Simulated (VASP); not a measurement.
# C (Fmmm) in VASP: notebook, part 2 of 2

VASP 6.6.1. Earlier steps stand in the parts before.

### Step 4. Single point, LDA

This run uses another cell than the first one, of 8.74 Å³/atom.

Contents of INCAR:

```
SYSTEM = C
  PREC = Accurate
  ENCUT = 600
  EDIFF = 1E-6
  ISMEAR = -1
  SIGMA = 0.1
  LREAL = .False.
  LASPH = .True.
  NELM = 120
  ALGO = Normal
  ISIF = 2
  LWAVE = .False.
  LCHARG = .True.
  LELF = .True.
  LVHAR = .True.
  NBANDS = 11
  GGA_COMPAT = .False.
```

Contents of KPOINTS:

```
regular mesh
0
Gamma
  14 14 14
  0 0 0
```

Contents of POSCAR:

```
C
1.0
    0.0000000000      2.1270000000      3.3480000000
    1.2280000000      0.0000000000      3.3480000000
    1.2280000000      2.1270000000      0.0000000000
C
2
Direct
    0.1666666667      0.8333333333      0.1666666667
    0.8333333333      0.1666666667      0.8333333333
```

Potentials or basis: VASP PAW LDA potentials, release 64 (C).

The run is started by

```
$ cat potpaw_LDA.64/C/POTCAR > POTCAR
$ mpirun -np 1 vasp_std > vasp.out
```

OUTCAR:

```text
SYSTEM = C
   PREC = Accurate
   ENCUT = 600
   EDIFF = 1E-6
   ISMEAR = -1
   LREAL = .False.
   LASPH = .True.
   NELM = 120
   ISIF = 2

 ion  position               nearest neighbor table
   1  0.167  0.833  0.167-   2 1.42   2 1.42   2 1.42
   2  0.833  0.167  0.833-   1 1.42   1 1.42   1 1.42

  LATTYP: Found a face centered orthorhombic cell.
 ALAT       =     2.4560000000
 B/A-ratio  =     1.7320846906
 C/A-ratio  =     2.7263843648

  Lattice vectors:

 A1 = (   0.0000000000,   2.1270000000,   3.3480000000)
 A2 = (   1.2280000000,   0.0000000000,   3.3480000000)
 A3 = (   1.2280000000,   2.1270000000,   0.0000000000)

Analysis of symmetry for initial positions (statically):
=====================================================================
 Subroutine PRICEL returns:
 Original cell was already a primitive cell.

 Routine SETGRP: Setting up the symmetry group for a
 face centered orthorhombic supercell.

 Subroutine GETGRP returns: Found  8 space group operations
 (whereof  8 operations were pure point group operations)
 out of a pool of  8 trial point group operations.

The static configuration has the point symmetry D_2h.

Analysis of symmetry for dynamics (positions and initial velocities):
=====================================================================
 Subroutine PRICEL returns:
 Original cell was already a primitive cell.

 Routine SETGRP: Setting up the symmetry group for a
 face centered orthorhombic supercell.

 Subroutine GETGRP returns: Found  8 space group operations
 (whereof  8 operations were pure point group operations)
 out of a pool of  8 trial point group operations.

The dynamic configuration has the point symmetry D_2h.

 Subroutine INISYM returns: Found  8 space group operations
 (whereof  8 operations are pure point group operations),
 and found     1 'primitive' translations

----------------------------------------------------------------------------------------

                                     Primitive cell

  volume of cell :      17.4897

  direct lattice vectors                    reciprocal lattice vectors
     0.000000000  2.127000000  3.348000000    -0.407166124  0.235072873  0.149342891
     1.228000000  0.000000000  3.348000000     0.407166124 -0.235072873  0.149342891
     1.228000000  2.127000000  0.000000000     0.407166124  0.235072873 -0.149342891

  length of vectors
     3.966513961  3.566102635  2.456036034     0.493301943  0.493301943  0.493301943

  position of ions in fractional coordinates (direct lattice)
     0.166666667  0.833333333  0.166666667
     0.833333333  0.166666667  0.833333333

  ion indices of the primitive-cell ions
   primitive index   ion index
                 1           1
                 2           2

----------------------------------------------------------------------------------------

 KPOINTS: regular mesh

Automatic generation of k-mesh.
 Grid dimensions read from file:
 generate k-points for:   14   14   14

 Generating k-lattice:

  Cartesian coordinates                     Fractional coordinates (reciprocal lattice)
    -0.029083295  0.016790919  0.010667349     0.071428571  0.000000000  0.000000000
     0.029083295 -0.016790919  0.010667349     0.000000000  0.071428571  0.000000000
     0.029083295  0.016790919 -0.010667349     0.000000000  0.000000000  0.071428571

  Length of vectors
     0.035235853  0.035235853  0.035235853

  Shift w.r.t. Gamma in fractional coordinates (k-lattice)
     0.000000000  0.000000000  0.000000000

 Subroutine IBZKPT returns following result:
 ===========================================

 Found    428 irreducible k-points:

 Following reciprocal coordinates:
            Coordinates               Weight
  0.000000  0.000000  0.000000      1.000000
  0.071429  0.000000  0.000000      8.000000
  0.142857  0.000000  0.000000      8.000000
  0.214286  0.000000  0.000000      8.000000
  0.285714  0.000000  0.000000      8.000000
  0.357143  0.000000 -0.000000      8.000000
[... 16 lines left out ...]
  0.214286  0.142857  0.000000      8.000000
  0.285714  0.142857  0.000000      8.000000
 [... further k-points ...]
   k-points           NKPTS =    428   k-points in BZ     NKDIM =    428   number of bands    NBANDS=     11
   number of dos      NEDOS =    301   number of ions     NIONS =      2
   total plane-waves  NPLWV =  17920
   dimension x,y,z NGX =    32 NGY =   28 NGZ =   20
   dimension x,y,z NGXF=    64 NGYF=   56 NGZF=   40
   ions per type =               2
   NGX,Y,Z   is equivalent  to a cutoff of  13.41, 13.05, 13.54 a.u.
   NGXF,Y,Z  is equivalent  to a cutoff of  26.82, 26.11, 27.08 a.u.
 SYSTEM =  C
   PREC   = accura    normal or accurate (medium, high low for compatibility)
   ISTART =      0    job   : 0-new  1-cont  2-samecut
   ICHARG =      2    charge: 1-file 2-atom 10-const
   ISPIN  =      1    spin polarized calculation?
   LNONCOLLINEAR =      F non collinear calculations
   LSORBIT =      F    spin-orbit coupling
   LASPH  =      T    aspherical Exc in radial PAW
   ENCUT  =  600.0 eV  44.10 Ry    6.64 a.u.   7.92  7.12  4.91*2*pi/ulx,y,z
   NELM   =    120;   NELMIN=  2; NELMDL= -5     # of ELM steps
   EDIFF  = 0.1E-05   stopping-criterion for ELM
   LREAL  =      F    real-space projection
   EDIFFG = 0.1E-04   stopping-criterion for IOM
   NSW    =      0    number of steps for IOM
   IBRION =     -1    ionic relax: 0-MD 1-quasi-New 2-CG
   NFREE  =      0    steps in history (QN), initial steepest desc. (CG)
   ISIF   =      2    stress and relaxation
   ISYM   =      2    0-nonsym 1-usesym 2-fastsym
   POTIM  = 0.5000    time-step for ionic-motion
   TEBEG  =    0.0;   TEEND  =   0.0 temperature during run
   PSTRESS=    0.0 pullay stress
   NELECT =       8.0000    total number of electrons
   NUPDOWN=      -1.0000    fix difference up-down
   EMIN   =  10.00;   EMAX   =-10.00  energy-range for DOS
   EFERMI =   0.00;   METHOD = LEGACY
   ISMEAR =    -1;   SIGMA  =   0.10  broadening in eV -4-tet -1-fermi 0-gaus
   EFERMI_NEDOS =   21; number of points for ismear=-14 and -15
   IALGO  =     38    algorithm
   IMIX   =      4    mixing-type and parameters
     AMIX     =   0.40;   BMIX     =  1.00
     AMIX_MAG =   1.60;   BMIX_MAG =  1.00
  volume/ion in A,a.u.               =       8.74        59.01
  Fermi-wavevector in a.u.,A,eV,Ry     =   1.261376  2.383654 21.647797  1.591068
  Thomas-Fermi vector in A             =   2.394838
   LORBIT       =      0    0 simple, 1 ext, 2 COOP (PROOUT), +10 PAW based schemes
   GGA     = CA    functional components
   LHFCALC =     F    Hartree Fock is set to
   AEXX    =    0.0000 exact exchange contribution
   IVDW    =     0    specifies the selected vdW correction
   LEPSILON=     F    determine dielectric tensor
   LRPA    =     F    only Hartree local field effects (RPA)
 non-spin polarized calculation
  energy-cutoff  :      600.00
  volume of cell :       17.49
 maximum number of plane-waves:       600
   NGX = 15   NGY = 15   NGZ =  9

 number of electron       8.0000000 magnetization

 Free energy of the ion-electron system (eV)
  ---------------------------------------------------
  ext. energy  EPLUGINS =         0.00000000
  ---------------------------------------------------
  free energy    TOTEN  =       -20.22598328 eV

  energy without entropy =      -20.22507340  energy(sigma->0) =      -20.22552834

 E-fermi :   4.8139     XC(G=0): -10.7879

 val. band max:        4.7758678168   @ k =   0.5000  -0.1429   0.3571
 cond. band min:       5.0993652761   @ k =  -0.1429   0.2143   0.2857
 fundamental gap:      0.3234974593
 Fermi energy:         4.8139238244

 k-point     1 :       0.0000    0.0000    0.0000
  band No.  band energies     occupation
      1     -14.8845      2.00000
      2      -1.9563      2.00000
      3       1.6373      2.00000
      4       1.6644      2.00000
      5       8.5002      0.00000
      6      12.9942      0.00000
      7      13.0672      0.00000
      8      16.0640      0.00000
      9      17.8083      0.00000
     10      27.0888      0.00000
     11      29.9189      0.00000
[... 309 lines left out ...]
 k-point    24 :       0.2857    0.1429    0.0000
  band No.  band energies     occupation
      1     -14.2804      2.00000
      2      -2.2950      2.00000
      3      -0.0703      2.00000
      4       0.7542      2.00000
      5      11.0899      0.00000
      6      13.1284      0.00000
      7      14.5163      0.00000
      8      14.9553      0.00000
      9      18.5859      0.00000
     10      26.3632      0.00000
     11      28.3846      0.00000

 [... further k-points ...]
[... 5 lines left out ...]
  --------------------------------------------------------------------------------------
  -------------------------------------------------------------------------------------
  Total       -0.5526094     -0.5724972     -0.0220591      0.0000000      0.0000000      0.0000000
  in kB      -50.6229601    -52.4448268     -2.0207741      0.0000000      0.0000000      0.0000000
  external PRESSURE =     -35.0295203 kB  Pullay stress =       0.0000000 kB

 VOLUME and BASIS-vectors are now :
 -----------------------------------------------------------------------------
  energy-cutoff  :      600.00
  volume of cell :       17.49
      direct lattice vectors                 reciprocal lattice vectors
     0.000000000  2.127000000  3.348000000    -0.407166124  0.235072873  0.149342891
     1.228000000  0.000000000  3.348000000     0.407166124 -0.235072873  0.149342891
     1.228000000  2.127000000  0.000000000     0.407166124  0.235072873 -0.149342891

 POSITION                                       TOTAL-FORCE (eV/Angst)
 -----------------------------------------------------------------------------------
      1.22800      0.70900      3.34800         0.000000      0.023874      0.000000
      1.22800      3.54500      3.34800         0.000000     -0.023874      0.000000
 -----------------------------------------------------------------------------------
    total drift:                               -0.000000     -0.000000      0.000000

  FREE ENERGIE OF THE ION-ELECTRON SYSTEM (eV)
  ---------------------------------------------------
  free  energy   TOTEN  =       -20.2259832765 eV

  energy  without entropy=      -20.2250733973  energy(sigma->0) =      -20.22552834
```

OSZICAR:

```text
N       E                     dE             d eps       ncg     rms          rms(c)
DAV:   1     0.255418065655E+00    0.25542E+00   -0.44691E+03  9512   0.729E+02
DAV:   2    -0.211136603196E+02   -0.21369E+02   -0.20413E+02 12475   0.126E+02
DAV:   3    -0.216161101151E+02   -0.50245E+00   -0.50139E+00 11792   0.157E+01
DAV:   4    -0.216181574904E+02   -0.20474E-02   -0.20472E-02 10957   0.124E+00
DAV:   5    -0.216181661964E+02   -0.87060E-05   -0.87061E-05 11955   0.741E-02    0.654E+00
DAV:   6    -0.205545857768E+02    0.10636E+01   -0.95972E-01 10786   0.557E+00    0.369E+00
DAV:   7    -0.202266182590E+02    0.32797E+00   -0.10099E+00 11111   0.576E+00    0.101E+00
DAV:   8    -0.202266449800E+02   -0.26721E-04   -0.23778E-02 10568   0.101E+00    0.174E-01
DAV:   9    -0.202259932237E+02    0.65176E-03   -0.13682E-03 11345   0.216E-01    0.669E-02
DAV:  10    -0.202259842921E+02    0.89316E-05   -0.12135E-04 11233   0.749E-02    0.279E-02
DAV:  11    -0.202259832795E+02    0.10126E-05   -0.32469E-06 11142   0.126E-02    0.481E-03
DAV:  12    -0.202259832765E+02    0.29304E-08   -0.36091E-08  6366   0.161E-03
   1 F= -.20225983E+02 E0= -.20225528E+02  d E =-.909879E-03
```

Wall time 1.9 min (1 thread of Intel Xeon 8259CL, shared host); peak memory 0.19 GiB.

What came out:

```yaml
Free_energy: -20.2260 eV
Pressure: -3.5 GPa
Largest_force: 0.024 eV/Å
```

Forces in eV/Å, atoms in the order of the input:
```
C    0.000  0.024  0.000
C    0.000 -0.024  0.000
```

Caveat: the cell stands under tension.

### Step 5. Single point, LDA

This run uses another cell than the first one, of 9.01 Å³/atom.

Contents of INCAR:

```
PREC = Accurate
ENCUT = 600
EDIFF = 1E-6
ISMEAR = -1
SIGMA = 0.1
LREAL = F
LASPH = T
NELM = 120
ALGO = Normal
ISIF = 2
LWAVE = F
LCHARG = F
GGA = CA
NBANDS = 11
GGA_COMPAT = F
```

Contents of KPOINTS:

```
regular mesh
0
Gamma
  14 14 14
```

Contents of POSCAR:

```
C
1.0
    0.0000000000      2.1480607756      3.3811506708
    1.2401592066      0.0000000000      3.3811506708
    1.2401592066      2.1480607756      0.0000000000
C
2
Direct
    0.1666666667      0.8333333333      0.1666666667
    0.8333333333      0.1666666667      0.8333333333
```

The run is started by

```
$ cat potpaw_LDA.64/C/POTCAR > POTCAR
$ mpirun -np 1 vasp_std > vasp.out
```

Wall time 2.2 min (1 thread of Intel Xeon 8259CL, shared host); peak memory 0.19 GiB.

It converged, with:

| Property | Result |
| --- | --- |
| Free energy | -20.2033 eV |
| Pressure | -11.3 GPa |
| Largest force | 0.023 eV/Å |

Forces in eV/Å, atoms in the order of the input:
```
C    0.000  0.023  0.000
C    0.000 -0.023  0.000
```

Stress tensor (GPa, compression positive):
```
-16.69   0.00   0.00
  0.00 -16.85   0.00
  0.00   0.00  -0.42
```

Caveat: the cell stands under tension.

### Step 6. Single point, LDA

This run uses another cell than the first one, of 9.27 Å³/atom.

Contents of INCAR:

```
SYSTEM = C
ALGO = Normal
EDIFF = 1E-6
ENCUT = 600
GGA = CA
GGA_COMPAT = .FALSE.
ISIF = 2
ISMEAR = -1
LASPH = .TRUE.
LCHARG = .FALSE.
LREAL = .FALSE.
LWAVE = .FALSE.
NBANDS = 11
NELM = 120
PREC = Accurate
SIGMA = 0.1
```

Contents of KPOINTS:

```
k-points
0
G
  14 14 14
  0 0 0
```

Contents of POSCAR:

```
C
1.0
    0.0000000000      2.1687164733      3.4136637295
    1.2520845459      0.0000000000      3.4136637295
    1.2520845459      2.1687164733      0.0000000000
C
2
Direct
    0.1666666667      0.8333333333      0.1666666667
    0.8333333333      0.1666666667      0.8333333333
```

Potentials or basis: VASP PAW LDA potentials, release 64 (C).

The run is started by

```
$ cat potpaw_LDA.64/C/POTCAR > POTCAR
$ mpirun -np 1 vasp_std > vasp.out
```

Run time: 2 min. Hardware: 1 thread of Intel Xeon 8259CL, shared host; peak memory 0.2 GiB.

The run converged. Its results:

| Quantity | Value |
| --- | --- |
| Free energy | -20.1566 eV |
| Pressure | -18.1 GPa |
| Largest force | 0.022 eV/Å |

Forces in eV/Å, atoms in the order of the input:
```
C    0.000  0.022  0.000
C    0.000 -0.022  0.000
```

Stress tensor (GPa, compression positive):
```
-26.83   0.00   0.00
  0.00 -26.98   0.00
  0.00   0.00  -0.59
```

Caveat: the cell stands under tension.

### Step 7. Overview

| cell | pressure (GPa) | largest force (eV/Å) |
| --- | --- | --- |
| a = 3.886, b = 3.493, c = 2.406 Å, angles 80.1, 62.3, 37.6°, 2 atoms | 15.7 | 0.03 |
| a = 3.926, b = 3.530, c = 2.431 Å, angles 80.1, 62.3, 37.6°, 2 atoms | 5.5 | 0.02 |
| a = 3.967, b = 3.566, c = 2.456 Å, angles 80.1, 62.3, 37.6°, 2 atoms | -3.5 | 0.02 |
| a = 4.006, b = 3.601, c = 2.480 Å, angles 80.1, 62.3, 37.6°, 2 atoms | -11.3 | 0.02 |
| a = 4.044, b = 3.636, c = 2.504 Å, angles 80.1, 62.3, 37.6°, 2 atoms | -18.1 | 0.02 |

Alike in all rows: task single point; level LDA; potentials or basis VASP PAW LDA potentials, release 64 (C); no spin polarisation; k mesh 14 × 14 × 14; cutoff (eV) 600; smearing fermi-dirac 0.1 eV.

Caveats: the cell stands under tension (at least some runs); the cell stands under pressure (at least some runs).

Total energies depend on the potentials used, so only differences within one code and one set of settings carry meaning.
